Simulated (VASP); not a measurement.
# Mo (Fm-3m) in VASP: settings compared, part 2 of 2

VASP 6.6.1. Earlier steps stand in the parts before.

## 4. Single point, BLYP, non-collinear spin, zero start, spin-orbit coupling (volume scaled by 0.98)

INCAR reads:

```
PREC = Accurate
ENCUT = 520
EDIFF = 1E-6
ISMEAR = -1
SIGMA = 0.05
LREAL = False
LASPH = True
NELM = 150
ALGO = Fast
ISIF = 2
LWAVE = False
LCHARG = False
MAGMOM = 0 0 0
LORBIT = 11
LSORBIT = True
GGA_COMPAT = False
LORBMOM = True
LMAXMIX = 4
GGA = B5
ALDAX = 1.0
AGGAX = 1.0
AGGAC = 1.0
ALDAC = 0.0
NBANDS = 25
```

KPOINTS reads:

```
Automatic mesh
0
Gamma
  8 8 8
```

POSCAR reads:

```
Mo
1.0
    0.0000000000      2.0014761026      2.0014761026
    2.0014761026      0.0000000000      2.0014761026
    2.0014761026      2.0014761026      0.0000000000
Mo
1
Direct
    0.0000000000      0.0000000000      0.0000000000
```

Potentials or basis: VASP PAW PBE potentials, release 64 (Mo_sv).

The run is started by

```bash
> cat potpaw_PBE.64/Mo_sv/POTCAR > POTCAR
> mpirun -np 1 vasp_ncl > vasp.out
```

OUTCAR:

```text
PREC = Accurate
   ENCUT = 520
   EDIFF = 1E-6
   ISMEAR = -1
   LREAL = False
   LASPH = True
   NELM = 150
   ISIF = 2
   LORBIT = 11
   LSORBIT = True
   GGA = B5

 ion  position               nearest neighbor table
   1  0.000  0.000  0.000-

  LATTYP: Found a face centered cubic cell.
 ALAT       =     4.0029522052

  Lattice vectors:

 A1 = (   0.0000000000,   2.0014761026,   2.0014761026)
 A2 = (   2.0014761026,   0.0000000000,   2.0014761026)
 A3 = (   2.0014761026,   2.0014761026,   0.0000000000)

Analysis of symmetry for initial positions (statically):
=====================================================================
 Subroutine PRICEL returns:
 Original cell was already a primitive cell.

 Routine SETGRP: Setting up the symmetry group for a
 face centered cubic supercell.

 Subroutine GETGRP returns: Found 48 space group operations
 (whereof 48 operations were pure point group operations)
 out of a pool of 48 trial point group operations.

The static configuration has the point symmetry O_h .

Analysis of symmetry for dynamics (positions and initial velocities):
=====================================================================
 Subroutine PRICEL returns:
 Original cell was already a primitive cell.

 Routine SETGRP: Setting up the symmetry group for a
 face centered cubic supercell.

 Subroutine GETGRP returns: Found 48 space group operations
 (whereof 48 operations were pure point group operations)
 out of a pool of 48 trial point group operations.

The dynamic configuration has the point symmetry O_h .

Analysis of structural, dynamic, and magnetic symmetry:
=====================================================================
 Subroutine PRICEL returns:
 Original cell was already a primitive cell.

 Routine SETGRP: Setting up the symmetry group for a
 face centered cubic supercell.

 Subroutine GETGRP returns: Found 48 space group operations
 (whereof 48 operations were pure point group operations)
 out of a pool of 48 trial point group operations.

[... 840 lines left out ...]
  in kB       94.9113796     94.9113796     94.9113796      0.0000000      0.0000000      0.0000000
  external PRESSURE =      94.9113796 kB  Pullay stress =       0.0000000 kB

 VOLUME and BASIS-vectors are now :
 -----------------------------------------------------------------------------
  energy-cutoff  :      520.00
  volume of cell :       16.04
      direct lattice vectors                 reciprocal lattice vectors
     0.000000000  2.001476103  2.001476103    -0.249815623  0.249815623  0.249815623
     2.001476103  0.000000000  2.001476103     0.249815623 -0.249815623  0.249815623
     2.001476103  2.001476103  0.000000000     0.249815623  0.249815623 -0.249815623

 POSITION                                       TOTAL-FORCE (eV/Angst)
 -----------------------------------------------------------------------------------
      0.00000      0.00000      0.00000        -0.000000     -0.000000     -0.000000
 -----------------------------------------------------------------------------------
    total drift:                               -0.000000      0.000000     -0.000000

  FREE ENERGIE OF THE ION-ELECTRON SYSTEM (eV)
  ---------------------------------------------------
  free  energy   TOTEN  =        -9.1975572268 eV

  energy  without entropy=       -9.1857097511  energy(sigma->0) =       -9.19163349

 orbital moment (x)

 # of ion     p       d       tot
 ----------------------------------------
  1         0.000  -0.000  -0.000
 ----------------------------------------
            0.000  -0.000  -0.000

 orbital moment (y)

 # of ion     p       d       tot
 ----------------------------------------
  1         0.000   0.000   0.000
 ----------------------------------------
            0.000   0.000   0.000

 orbital moment (z)

 # of ion     p       d       tot
 ----------------------------------------
  1         0.000   0.000   0.000
 ----------------------------------------
            0.000   0.000   0.000

 Spin-Orbit-Coupling matrix elements

 Ion:    1  E_soc:     -0.2139459
 l=   1
     0.0000000    -0.0304459    -0.0304459
    -0.0304459     0.0000000    -0.0304459
    -0.0304459    -0.0304459     0.0000000
 l=   2
     0.0000000    -0.0011395     0.0000000    -0.0011395    -0.0040722
    -0.0011395     0.0000000    -0.0030541    -0.0011395    -0.0010180
     0.0000000    -0.0030541     0.0000000    -0.0030541     0.0000000
    -0.0011395    -0.0011395    -0.0030541     0.0000000    -0.0010180
    -0.0040722    -0.0010180     0.0000000    -0.0010180     0.0000000
 l=   3
     0.0000000     0.0000000     0.0000000     0.0000000     0.0000000     0.0000000     0.0000000
     0.0000000     0.0000000     0.0000000     0.0000000     0.0000000     0.0000000     0.0000000
     0.0000000     0.0000000     0.0000000     0.0000000     0.0000000     0.0000000     0.0000000
     0.0000000     0.0000000     0.0000000     0.0000000     0.0000000     0.0000000     0.0000000
     0.0000000     0.0000000     0.0000000     0.0000000     0.0000000     0.0000000     0.0000000
     0.0000000     0.0000000     0.0000000     0.0000000     0.0000000     0.0000000     0.0000000
     0.0000000     0.0000000     0.0000000     0.0000000     0.0000000     0.0000000     0.0000000

 total charge

# of ion       s       p       d       tot
------------------------------------------
    1        2.386   6.162   4.004  12.551

 magnetization (x)

# of ion       s       p       d       tot
------------------------------------------
    1        0.000   0.000   0.000   0.000

 magnetization (y)

# of ion       s       p       d       tot
------------------------------------------
    1        0.000   0.000   0.000   0.000

 magnetization (z)

# of ion       s       p       d       tot
------------------------------------------
    1        0.000   0.000  -0.000   0.000
```

OSZICAR:

```text
N       E                     dE             d eps       ncg     rms          rms(c)
DAV:   1     0.140120382695E+03    0.14012E+03   -0.80936E+03  1450   0.117E+03
DAV:   2    -0.704900959321E+01   -0.14717E+03   -0.14241E+03  1646   0.382E+02
DAV:   3    -0.969401851738E+01   -0.26450E+01   -0.26133E+01  1655   0.524E+01
DAV:   4    -0.970366227241E+01   -0.96438E-02   -0.96424E-02  1674   0.347E+00
DAV:   5    -0.970374468035E+01   -0.82408E-04   -0.82406E-04  1678   0.281E-01    0.125E+01
RMM:   6    -0.924944751502E+01    0.45430E+00   -0.61595E-01  1453   0.745E+00    0.372E+00
RMM:   7    -0.919973251824E+01    0.49715E-01   -0.15047E-01  1494   0.358E+00    0.857E-01
RMM:   8    -0.919800017966E+01    0.17323E-02   -0.58190E-03  1613   0.901E-01    0.584E-01
RMM:   9    -0.919758816994E+01    0.41201E-03   -0.93823E-04  1615   0.414E-01    0.480E-02
RMM:  10    -0.919756363628E+01    0.24534E-04   -0.13061E-04  1645   0.130E-01    0.239E-02
RMM:  11    -0.919755792631E+01    0.57100E-05   -0.42999E-05  1633   0.751E-02    0.831E-03
RMM:  12    -0.919755722683E+01    0.69948E-06   -0.28062E-06  1563   0.220E-02
   1 F= -.91975572E+01 E0= -.91916335E+01  d E =-.118475E-01  mag=     0.0000    -0.0000    -0.0000
```

It took 32 s on 1 thread of Intel Xeon Platinum 8259CL at 2.50GHz (Skylake/Cascade Lake), shared host; peak memory 0.2 GiB.

Results:

* Free energy: -9.1976 eV
* Pressure: 9.5 GPa
* Net moment: 0.00 μB per cell
* Valence electrons inside the program's atomic spheres: Mo 12.55

Moments on the atoms (μB; x, y, z):
```
Mo  0.00 0.00 0.00
```

Caveat: the cell differs from its parent crystal (volume scaled by 0.98); the PAW data sets were made with another functional, which shifts forces and pressure a little.

## 5. Single point, BLYP+D4, non-collinear spin, zero start, spin-orbit coupling

This run uses another cell than the first one, of 16.36 Å³/atom, 1.042 times its volume.

INCAR reads:

```
SYSTEM = Mo
PREC = Accurate ; ENCUT = 520
EDIFF = 1E-6 ; ISMEAR = 0
SIGMA = 0.15 ; LREAL = .FALSE.
LASPH = .TRUE. ; NELM = 150
ALGO = Normal ; ISIF = 2
LWAVE = .FALSE. ; LCHARG = .FALSE.
MAGMOM = 0 0 0 ; LORBIT = 11
LSORBIT = .TRUE. ; GGA_COMPAT = .FALSE.
LORBMOM = .TRUE. ; LMAXMIX = 4
GGA = B5 ; ALDAX = 1.0
AGGAX = 1.0 ; AGGAC = 1.0
ALDAC = 0.0 ; IVDW = 13
VDW_S6 = 1.0 ; VDW_S8 = 2.34076671
VDW_A1 = 0.44488865 ; VDW_A2 = 4.0933009
NBANDS = 25
```

KPOINTS reads:

```
Automatic mesh
0
G
  8 8 8
  0 0 0
```

POSCAR reads:

```
Mo
1.0
    0.0000000000      2.0150000000      2.0150000000
    2.0150000000      0.0000000000      2.0150000000
    2.0150000000      2.0150000000      0.0000000000
Mo
1
Direct
    0.0000000000      0.0000000000      0.0000000000
```

The run is started by

```bash
> cat potpaw_PBE.64/Mo_sv/POTCAR > POTCAR
> mpirun -np 1 vasp_ncl > vasp.out
```

It took 28 s on 1 thread of Intel Xeon Platinum 8259CL at 2.50GHz (Skylake/Cascade Lake), shared host; peak memory 0.19 GiB.

Results (log left out):

- Free energy: -10.3278 eV
- Pressure: -6.1 GPa
- Net moment: 0.00 μB per cell
- Valence electrons inside the program's atomic spheres: Mo 12.51
- Dispersion energy per atom: -1.113 eV

Moments on the atoms (μB; x, y, z):
```
Mo  0.00 0.00 0.00
```

Caveat: the PAW data sets were made with another functional, which shifts forces and pressure a little.

## 6. Single point, BLYP, non-collinear spin, zero start, spin-orbit coupling

This run uses another cell than the first one, of 16.36 Å³/atom, 1.042 times its volume.

INCAR reads:

```
SYSTEM = Mo
PREC     = Accurate       ! precision mode
ENCUT    = 520            ! plane-wave cutoff, eV
EDIFF    = 1E-6           ! SCF threshold, eV
ISMEAR   = -1             ! smearing method
SIGMA    = 0.05           ! smearing width, eV
LREAL    = .False.        ! projectors in reciprocal space
LASPH    = .True.         ! aspherical terms in the spheres
NELM     = 150            ! most SCF steps
ALGO     = Normal         ! electronic algorithm
ISIF     = 2              ! what is computed and relaxed
LWAVE    = .False.        ! write WAVECAR
LCHARG   = .True.         ! write CHGCAR
LNONCOLLINEAR= .True.         ! non-collinear magnetism
MAGMOM   = 0 0 0          ! initial moments
LORBIT   = 11             ! projections on sites
LSORBIT  = .True.         ! spin-orbit coupling
GGA_COMPAT= .False.      
LORBMOM  = .True.       
LMAXMIX  = 4              ! l up to which the mixer works
GGA      = B5             ! functional
ALDAX    = 1.0          
AGGAX    = 1.0          
AGGAC    = 1.0          
ALDAC    = 0.0          
LVHAR    = .True.       
NBANDS   = 25             ! bands
```

KPOINTS reads:

```
regular mesh
0
Gamma
  8 8 8
  0 0 0
```

POSCAR is that of step 5.

Potentials or basis: VASP PAW PBE potentials, release 64 (Mo_sv).

The run is started by

```bash
> cat potpaw_PBE.64/Mo_sv/POTCAR > POTCAR
> mpirun -np 1 vasp_ncl > vasp.out
```

OUTCAR:

```text
SYSTEM = Mo
   PREC = Accurate
   ENCUT = 520
   EDIFF = 1E-6
   ISMEAR = -1
   LREAL = .False.
   LASPH = .True.
   NELM = 150
   ISIF = 2
   LNONCOLLINEAR = .True.
   LORBIT = 11
   LSORBIT = .True.
   GGA = B5

 ion  position               nearest neighbor table
   1  0.000  0.000  0.000-

  LATTYP: Found a face centered cubic cell.
 ALAT       =     4.0300000000

  Lattice vectors:

 A1 = (   0.0000000000,   2.0150000000,   2.0150000000)
 A2 = (   2.0150000000,   0.0000000000,   2.0150000000)
 A3 = (   2.0150000000,   2.0150000000,   0.0000000000)

Analysis of symmetry for initial positions (statically):
=====================================================================
 Subroutine PRICEL returns:
 Original cell was already a primitive cell.

 Routine SETGRP: Setting up the symmetry group for a
 face centered cubic supercell.

 Subroutine GETGRP returns: Found 48 space group operations
 (whereof 48 operations were pure point group operations)
 out of a pool of 48 trial point group operations.

The static configuration has the point symmetry O_h .

Analysis of symmetry for dynamics (positions and initial velocities):
=====================================================================
 Subroutine PRICEL returns:
 Original cell was already a primitive cell.

[... 878 lines left out ...]
  free  energy   TOTEN  =        -9.2120591733 eV

  energy  without entropy=       -9.1992877092  energy(sigma->0) =       -9.20567344

 orbital moment (x)

 # of ion     p       d       tot
 ----------------------------------------
  1         0.000   0.000   0.000
 ----------------------------------------
            0.000   0.000   0.000

 orbital moment (y)

 # of ion     p       d       tot
 ----------------------------------------
  1         0.000  -0.000  -0.000
 ----------------------------------------
            0.000  -0.000  -0.000

 orbital moment (z)

 # of ion     p       d       tot
 ----------------------------------------
  1         0.000   0.000   0.000
 ----------------------------------------
            0.000   0.000   0.000

 Spin-Orbit-Coupling matrix elements

 Ion:    1  E_soc:     -0.2145868
 l=   1
     0.0000000    -0.0304087    -0.0304087
    -0.0304087     0.0000000    -0.0304087
    -0.0304087    -0.0304087     0.0000000
 l=   2
     0.0000000    -0.0011755     0.0000000    -0.0011755    -0.0041803
    -0.0011755     0.0000000    -0.0031352    -0.0011755    -0.0010451
     0.0000000    -0.0031352     0.0000000    -0.0031352     0.0000000
    -0.0011755    -0.0011755    -0.0031352     0.0000000    -0.0010451
    -0.0041803    -0.0010451     0.0000000    -0.0010451     0.0000000
 l=   3
     0.0000000     0.0000000     0.0000000     0.0000000     0.0000000     0.0000000     0.0000000
     0.0000000     0.0000000     0.0000000     0.0000000     0.0000000     0.0000000     0.0000000
     0.0000000     0.0000000     0.0000000     0.0000000     0.0000000     0.0000000     0.0000000
     0.0000000     0.0000000     0.0000000     0.0000000     0.0000000     0.0000000     0.0000000
     0.0000000     0.0000000     0.0000000     0.0000000     0.0000000     0.0000000     0.0000000
     0.0000000     0.0000000     0.0000000     0.0000000     0.0000000     0.0000000     0.0000000
     0.0000000     0.0000000     0.0000000     0.0000000     0.0000000     0.0000000     0.0000000

 total charge

# of ion       s       p       d       tot
------------------------------------------
    1        2.379   6.156   3.972  12.507

 magnetization (x)

# of ion       s       p       d       tot
------------------------------------------
    1       -0.000   0.000   0.000  -0.000

 magnetization (y)

# of ion       s       p       d       tot
------------------------------------------
    1        0.000   0.000   0.000   0.000

 magnetization (z)

# of ion       s       p       d       tot
------------------------------------------
    1        0.000   0.000   0.000   0.000
```

OSZICAR:

```text
N       E                     dE             d eps       ncg     rms          rms(c)
DAV:   1     0.138270875146E+03    0.13827E+03   -0.81160E+03  1450   0.117E+03
DAV:   2    -0.711954699317E+01   -0.14539E+03   -0.14043E+03  1622   0.378E+02
DAV:   3    -0.972736579668E+01   -0.26078E+01   -0.25812E+01  1746   0.519E+01
DAV:   4    -0.973746379628E+01   -0.10098E-01   -0.10097E-01  1624   0.348E+00
DAV:   5    -0.973754917326E+01   -0.85377E-04   -0.85377E-04  1657   0.282E-01    0.119E+01
DAV:   6    -0.926539574855E+01    0.47215E+00   -0.67535E-01  1527   0.985E+00    0.321E+00
DAV:   7    -0.921464970369E+01    0.50746E-01   -0.10274E-01  1650   0.357E+00    0.821E-01
DAV:   8    -0.921235716093E+01    0.22925E-02   -0.20675E-03  1565   0.567E-01    0.595E-01
DAV:   9    -0.921203328693E+01    0.32387E-03   -0.66112E-04  1573   0.333E-01    0.634E-02
DAV:  10    -0.921205265759E+01   -0.19371E-04   -0.11885E-05  1662   0.436E-02    0.424E-02
DAV:  11    -0.921205924552E+01   -0.65879E-05   -0.10992E-05  1542   0.392E-02    0.202E-03
DAV:  12    -0.921205917329E+01    0.72226E-07   -0.10658E-07   882   0.408E-03
   1 F= -.92120592E+01 E0= -.92056734E+01  d E =-.127715E-01  mag=     0.0000    -0.0000     0.0000
```

It took 28 s on 1 thread of Intel Xeon Platinum 8259CL at 2.50GHz (Skylake/Cascade Lake), shared host; peak memory 0.19 GiB.

What came out:

```
Free energy                                           : -9.2121 eV
Pressure                                              : 4.7 GPa
Net moment                                            : 0.00 μB per cell
Valence electrons inside the program's atomic spheres : Mo 12.51
```

Moments on the atoms (μB; x, y, z):
```
Mo  0.00 0.00 0.00
```

Caveat: the PAW data sets were made with another functional, which shifts forces and pressure a little.

## 7. Overview

```csv
level,cell,smearing,pressure (GPa),moment (μB)
BLYP,"a = 2.811 Å, angles 60.0°, 1 atom",fermi-dirac 0.05 eV,14.9,0.00
BLYP+D4,"a = 2.831 Å, angles 60.0°, 1 atom",gaussian 0.15 eV,-1.7,0.00
BLYP,"a = 2.831 Å, angles 60.0°, 1 atom",fermi-dirac 0.05 eV,9.5,0.00
BLYP+D4,"a = 2.850 Å, angles 60.0°, 1 atom",gaussian 0.15 eV,-6.1,0.00
BLYP,"a = 2.850 Å, angles 60.0°, 1 atom",fermi-dirac 0.05 eV,4.7,0.00
```

Alike in all rows: task single point; potentials or basis VASP PAW PBE potentials, release 64 (Mo_sv); spin non-collinear, zero start, SOC; k mesh 8 × 8 × 8; cutoff (eV) 520.

Caveats: the PAW data sets were made with another functional, which shifts forces and pressure a little.

Absolute energies hang on the potentials; compare differences alone.
